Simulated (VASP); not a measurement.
# Ru (P-1) in VASP: single point with PBEsol

Aim: the single point of Ru with PBEsol.

All numbers are computed with VASP 6.6.1; they aren't measurements. Logs are shortened: lines on timing, memory, paths and dates and some standing lists are left out, and cuts for length are marked.

## 1. The cell of the first run

The typed cell holds 2 atoms: a = 2.706 Å, b = 2.741 Å, c = 4.283 Å, α = 90.62°, β = 91.71°, γ = 121.27°.

## 2. Single point, PBEsol (equal xy, yz and zx shear strains of -3 %)

INCAR reads:

```
PREC = Accurate
ENCUT = 520
EDIFF = 1E-6
ISMEAR = -1
SIGMA = 0.03
LREAL = False
LASPH = True
NELM = 80
ALGO = Normal
ISIF = 2
LWAVE = False
LCHARG = False
GGA = PS
NBANDS = 21
```

KPOINTS reads:

```
regular mesh
0
Gamma
  14 14 8
```

POSCAR reads:

```
Ru
1.0
    2.7057993342     -0.0405869900     -0.0405869900
   -1.3880490315      2.3635844560     -0.0148558694
   -0.0642285000     -0.0642285000      4.2819000000
Ru
2
Direct
    0.3333333333      0.6666666667      0.2500000000
    0.6666666667      0.3333333333      0.7500000000
```

Potentials or basis: VASP PAW PBE potentials, release 64 (Ru_pv).

Command:

```
> cat potpaw_PBE.64/Ru_pv/POTCAR > POTCAR
> mpirun -np 1 vasp_std > vasp.out
```

OUTCAR:

```text
PREC = Accurate
   ENCUT = 520
   EDIFF = 1E-6
   ISMEAR = -1
   LREAL = False
   LASPH = True
   NELM = 80
   ISIF = 2
   GGA = PS

 ion  position               nearest neighbor table
   1  0.333  0.667  0.250-   2 2.59   2 2.61   2 2.65   2 2.68   2 2.69   2 2.69
   2  0.667  0.333  0.750-   1 2.59   1 2.61   1 2.65   1 2.68   1 2.69   1 2.69

  LATTYP: Found a triclinic cell.
 ALAT       =     2.7410640801
 B/A-ratio  =     2.3505362962
 C/A-ratio  =     0.9873567314
 COS(alpha) =     0.0018697422
 COS(beta)  =     0.5191268021
 COS(gamma) =     0.6399570875

  Lattice vectors:

 A1 = (  -1.3880490315,   2.3635844560,  -0.0148558694)
 A2 = (  -0.0060702288,   4.7508104220,  -4.3521987288)
 A3 = (  -2.7057993342,   0.0405869900,   0.0405869900)

Analysis of symmetry for initial positions (statically):
=====================================================================
 Subroutine PRICEL returns:
 Original cell was already a primitive cell.

 Routine SETGRP: Setting up the symmetry group for a
 triclinic supercell.

 Subroutine GETGRP returns: Found  2 space group operations
 (whereof  2 operations were pure point group operations)
 out of a pool of  2 trial point group operations.

The static configuration has the point symmetry S_2 .

Analysis of symmetry for dynamics (positions and initial velocities):
=====================================================================
 Subroutine PRICEL returns:
 Original cell was already a primitive cell.

 Routine SETGRP: Setting up the symmetry group for a
 triclinic supercell.

 Subroutine GETGRP returns: Found  2 space group operations
 (whereof  2 operations were pure point group operations)
 out of a pool of  2 trial point group operations.

The dynamic configuration has the point symmetry S_2 .

 Subroutine INISYM returns: Found  2 space group operations
 (whereof  2 operations are pure point group operations),
 and found     1 'primitive' translations

----------------------------------------------------------------------------------------

                                     Primitive cell

  volume of cell :      27.1308

  direct lattice vectors                    reciprocal lattice vectors
     2.705799334 -0.040586990 -0.040586990     0.372996328  0.219103292  0.008881494
    -1.388049032  2.363584456 -0.014855869     0.006501705  0.426945300  0.006501705
[... 79 lines left out ...]
   ISPIN  =      1    spin polarized calculation?
   LNONCOLLINEAR =      F non collinear calculations
   LSORBIT =      F    spin-orbit coupling
   LASPH  =      T    aspherical Exc in radial PAW
   ENCUT  =  520.0 eV  38.22 Ry    6.18 a.u.   5.03  5.10  7.96*2*pi/ulx,y,z
   NELM   =     80;   NELMIN=  2; NELMDL= -5     # of ELM steps
   EDIFF  = 0.1E-05   stopping-criterion for ELM
   LREAL  =      F    real-space projection
   EDIFFG = 0.1E-04   stopping-criterion for IOM
   NSW    =      0    number of steps for IOM
   IBRION =     -1    ionic relax: 0-MD 1-quasi-New 2-CG
   NFREE  =      0    steps in history (QN), initial steepest desc. (CG)
   ISIF   =      2    stress and relaxation
   ISYM   =      2    0-nonsym 1-usesym 2-fastsym
   POTIM  = 0.5000    time-step for ionic-motion
   TEBEG  =    0.0;   TEEND  =   0.0 temperature during run
   PSTRESS=    0.0 pullay stress
   NELECT =      28.0000    total number of electrons
   NUPDOWN=      -1.0000    fix difference up-down
   EMIN   =  10.00;   EMAX   =-10.00  energy-range for DOS
   EFERMI =   0.00;   METHOD = LEGACY
   ISMEAR =    -1;   SIGMA  =   0.03  broadening in eV -4-tet -1-fermi 0-gaus
   EFERMI_NEDOS =   21; number of points for ismear=-14 and -15
   IALGO  =     38    algorithm
   IMIX   =      4    mixing-type and parameters
     AMIX     =   0.40;   BMIX     =  1.00
     AMIX_MAG =   1.60;   BMIX_MAG =  1.00
  volume/ion in A,a.u.               =      13.57        91.54
  Fermi-wavevector in a.u.,A,eV,Ry     =   1.654398  3.126360 37.239614  2.737034
  Thomas-Fermi vector in A             =   2.742673
   LORBIT       =      0    0 simple, 1 ext, 2 COOP (PROOUT), +10 PAW based schemes
   GGA     = PS    functional components
   LHFCALC =     F    Hartree Fock is set to
   AEXX    =    0.0000 exact exchange contribution
   IVDW    =     0    specifies the selected vdW correction
   LEPSILON=     F    determine dielectric tensor
   LRPA    =     F    only Hartree local field effects (RPA)
 non-spin polarized calculation
  energy-cutoff  :      520.00
  volume of cell :       27.13
 maximum number of plane-waves:       748
   NGX = 11   NGY = 11   NGZ = 15

 number of electron      28.0000005 magnetization

 Free energy of the ion-electron system (eV)
  ---------------------------------------------------
  ext. energy  EPLUGINS =         0.00000000
  ---------------------------------------------------
  free energy    TOTEN  =       -20.28357436 eV

  energy without entropy =      -20.27707185  energy(sigma->0) =      -20.28032310

 E-fermi :  12.7041     XC(G=0): -14.2850

 val. band max:       12.7030412732   @ k =  -0.4286   0.2857   0.0000
 cond. band min:      12.7042218682   @ k =  -0.2857   0.2857   0.2500
 fundamental gap:      0.0011805950
 Fermi energy:        12.7041420530

 k-point     1 :       0.0000    0.0000    0.0000
  band No.  band energies     occupation
      1     -30.9005      2.00000
      2     -29.9611      2.00000
      3     -29.9307      2.00000
      4     -29.7909      2.00000
      5     -29.7815      2.00000
      6     -29.7139      2.00000
[... 565 lines left out ...]
     20      22.9935      0.00000
     21      23.0474      0.00000

 [... further k-points ...]

------------------------ aborting loop because EDIFF is reached ----------------------------------------

  FORCE on cell =-STRESS in cart. coord.  units (eV):
  Direction    XX          YY          ZZ          XY          YZ          ZX
  --------------------------------------------------------------------------------------
  -------------------------------------------------------------------------------------
  Total       -0.8381654     -0.8075652     -1.1249823      1.0335373      1.0086571      1.0019993
  in kB      -49.4969193    -47.6898593    -66.4345730     61.0343894     59.5651142     59.1719457
  external PRESSURE =     -54.5404505 kB  Pullay stress =       0.0000000 kB

 VOLUME and BASIS-vectors are now :
 -----------------------------------------------------------------------------
  energy-cutoff  :      520.00
  volume of cell :       27.13
      direct lattice vectors                 reciprocal lattice vectors
     2.705799334 -0.040586990 -0.040586990     0.372996328  0.219103292  0.008881494
    -1.388049032  2.363584456 -0.014855869     0.006501705  0.426945300  0.006501705
    -0.064228500 -0.064228500  4.281900000     0.003558090  0.003558090  0.233647928

 POSITION                                       TOTAL-FORCE (eV/Angst)
 -----------------------------------------------------------------------------------
     -0.03949      1.54614      1.04704         0.137964     -0.006171      0.040528
      1.29301      0.71263      3.17942        -0.137964      0.006171     -0.040528
 -----------------------------------------------------------------------------------
    total drift:                                0.000000     -0.000000      0.000000

  FREE ENERGIE OF THE ION-ELECTRON SYSTEM (eV)
  ---------------------------------------------------
  free  energy   TOTEN  =       -20.2835743589 eV

  energy  without entropy=      -20.2770718508  energy(sigma->0) =      -20.28032310
```

OSZICAR:

```text
N       E                     dE             d eps       ncg     rms          rms(c)
DAV:   1     0.286213456582E+03    0.28621E+03   -0.17503E+04 33152   0.148E+03
DAV:   2    -0.159635215678E+02   -0.30218E+03   -0.29293E+03 33961   0.445E+02
DAV:   3    -0.218467815878E+02   -0.58833E+01   -0.58482E+01 38676   0.695E+01
DAV:   4    -0.218906650221E+02   -0.43883E-01   -0.43823E-01 41884   0.574E+00
DAV:   5    -0.218912429515E+02   -0.57793E-03   -0.57385E-03 37697   0.584E-01    0.194E+01
DAV:   6    -0.203787879116E+02    0.15125E+01   -0.34006E+00 38831   0.179E+01    0.488E+00
DAV:   7    -0.202944023666E+02    0.84386E-01   -0.61877E-01 37911   0.546E+00    0.895E-01
DAV:   8    -0.202854790747E+02    0.89233E-02   -0.17539E-02 36141   0.118E+00    0.476E-01
DAV:   9    -0.202835623164E+02    0.19168E-02   -0.18496E-03 37921   0.469E-01    0.351E-02
DAV:  10    -0.202835746023E+02   -0.12286E-04   -0.80817E-05 37591   0.917E-02    0.201E-02
DAV:  11    -0.202835743589E+02    0.24335E-06   -0.59051E-06 37691   0.231E-02
   1 F= -.20283574E+02 E0= -.20280323E+02  d E =-.650251E-02
```

Wall time 2.4 min (1 thread of AMD EPYC 9R45 (Zen 5), shared host); peak memory 0.39 GiB.

Results:

```yaml
Free_energy: -20.2836 eV
Pressure: -5.5 GPa
Largest_force: 0.144 eV/Å
Band_gap_on_the_k_mesh: zero (bands 14 and 15 overlap by 3.17 eV)
```

Forces on the atoms (eV/Å):
```
Ru   0.138 -0.006  0.041
Ru  -0.138  0.006 -0.041
```

Caveat: the cell differs from its parent crystal (equal xy, yz and zx shear strains of -3 %); the cell stands under tension; the PAW data sets were made with another functional, which shifts forces and pressure a little.
